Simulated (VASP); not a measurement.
## Sc2As3Se3: relaxation of cell and atoms with PBE

The system is Sc2As3Se3.

```
Sc As Se
1.0
     3.66981   -3.82340    0.00000
     3.66981    3.82340    0.00000
     0.00000    0.00000    7.34617
Sc As Se
2 3 3
Direct
  0.00000 0.00000 0.77195
  0.00000 0.00000 0.22805
  0.00000 0.50000 0.50000
  0.50000 0.00000 0.50000
  0.00000 0.00000 0.50000
  0.19594 0.80406 0.00000
  0.80406 0.19594 0.00000
  0.50000 0.50000 0.00000
```

The cell was generated, and may not be a known phase.

```json
{
 "Program": "VASP 6.6.1",
 "Task": "relaxation of cell and atoms",
 "Functional": "PBE",
 "Potentials or basis": "VASP PAW PBE potentials, release 64 (Sc_sv, As, Se)",
 "Cutoff": "600 eV",
 "k mesh": "3 × 3 × 2",
 "Occupations": "gaussian, width 0.2 eV",
 "Spin": "no spin polarisation",
 "Dipole correction": "no",
 "Further INCAR settings": "ALGO = Normal; EDIFF = 1e-06; IBRION = 2; EDIFFG = -0.08; NSW = 36; ISIF = 3"
}
```

The relaxed volume is 27.00 Å³/atom and the relaxed cell is a = 5.401 Å, b = 5.401 Å, c = 8.437 Å, α = 90.00°, β = 90.00°, γ = 118.62°. The space group after relaxing (to 0.1 Å) is Cmmm (No. 65) and the energy gained by relaxing is 1304.5 meV/atom. The ionic steps are 16, the pressure after relaxing is 0.0 GPa and the largest force after relaxing is 0.060 eV/Å. The band gap on the k mesh is zero (an odd number of electrons rules out a gap without spin polarisation).

Forces in eV/Å, atoms in the order of the input:
```
Sc   0.000  0.000 -0.055
Sc   0.000  0.000  0.055
As   0.000  0.000  0.000
As   0.000  0.000  0.000
As   0.000  0.000  0.000
Se   0.000 -0.060  0.000
Se   0.000  0.060  0.000
Se   0.000  0.000  0.000
```

Stress tensor (GPa, compression positive):
```
 0.11  0.00  0.00
 0.00 -0.16  0.00
 0.00  0.00  0.01
```

Step by step:
| step | energy change (eV) | largest force (eV/Å) | pressure (GPa) | volume (Å³) |
| --- | --- | --- | --- | --- |
| 1 | 0.0000 | 8.0837 | 24.44 | 206.15 |
| 2 | -5.9100 | 1.8995 | -5.66 | 333.17 |
| 3 | -8.0002 | 1.4125 | -0.25 | 267.03 |
| 4 | -8.6762 | 0.3288 | -3.38 | 268.62 |
| 5 | -8.8568 | 0.3807 | -5.05 | 268.92 |
| 6 | -9.5164 | 0.2845 | -4.34 | 251.80 |
| 7 | -9.9584 | 1.8539 | 4.74 | 201.99 |
| 8 | -10.2334 | 1.0995 | -0.62 | 221.60 |
| 9 | -10.2368 | 1.1555 | -0.27 | 219.91 |
| 10 | -10.3249 | 0.6127 | 0.21 | 217.62 |
| 11 | -10.3417 | 0.4349 | 0.61 | 216.12 |
| 12 | -10.3816 | 0.3233 | 0.08 | 217.66 |
| 13 | -10.4135 | 0.0733 | -0.94 | 220.83 |
| 14 | -10.4333 | 0.1235 | -0.19 | 217.12 |
| 15 | -10.4335 | 0.1318 | -0.09 | 216.68 |
| 16 | -10.4363 | 0.0603 | -0.01 | 216.03 |

Final structure:
```cif
data_structure
_symmetry_space_group_name_H-M 'P 1'
_symmetry_Int_Tables_number 1
_cell_length_a 5.4008
_cell_length_b 5.4008
_cell_length_c 8.4373
_cell_angle_alpha 90.000
_cell_angle_beta 90.000
_cell_angle_gamma 118.623
_cell_volume 216.03
loop_
_atom_site_label
_atom_site_type_symbol
_atom_site_fract_x
_atom_site_fract_y
_atom_site_fract_z
_atom_site_occupancy
Sc1 Sc 0.00000 0.00000 0.80684 1
Sc2 Sc 0.00000 0.00000 0.19316 1
As1 As 0.00000 0.50000 0.50000 1
As2 As 0.50000 0.00000 0.50000 1
As3 As 0.00000 0.00000 0.50000 1
Se1 Se 0.21591 0.78409 0.00000 1
Se2 Se 0.78409 0.21591 0.00000 1
Se3 Se 0.50000 0.50000 0.00000 1
```

Levels at points of the mesh, in eV from the Fermi level:
| k point | band 23 | band 24 | band 25 | band 26 | band 27 | band 28 | band 29 | band 30 | band 31 | band 32 |
| --- | --- | --- | --- | --- | --- | --- | --- | --- | --- | --- |
| (0.00, 0.00, 0.00) | -2.71 | -2.01 | -1.85 | -0.30 | 0.08 | 0.62 | 1.16 | 1.21 | 1.32 | 1.36 |
| (0.00, 0.00, 0.50) | -2.74 | -2.01 | -1.81 | -0.74 | 0.45 | 0.78 | 1.01 | 1.25 | 1.30 | 1.87 |

Wall time 18 min on 1 thread of Intel(R) Xeon(R) Platinum 8488C (Sapphire Rapids), with other jobs on the host, peak memory 0.37 GiB.

Caveat: the k points lie up to 0.44 Å⁻¹ apart in the final cell, too coarse for converged energies and pressures of a metal; the relaxation stopped at a loose force limit of 0.08 eV/Å, so its end isn't a converged minimum.
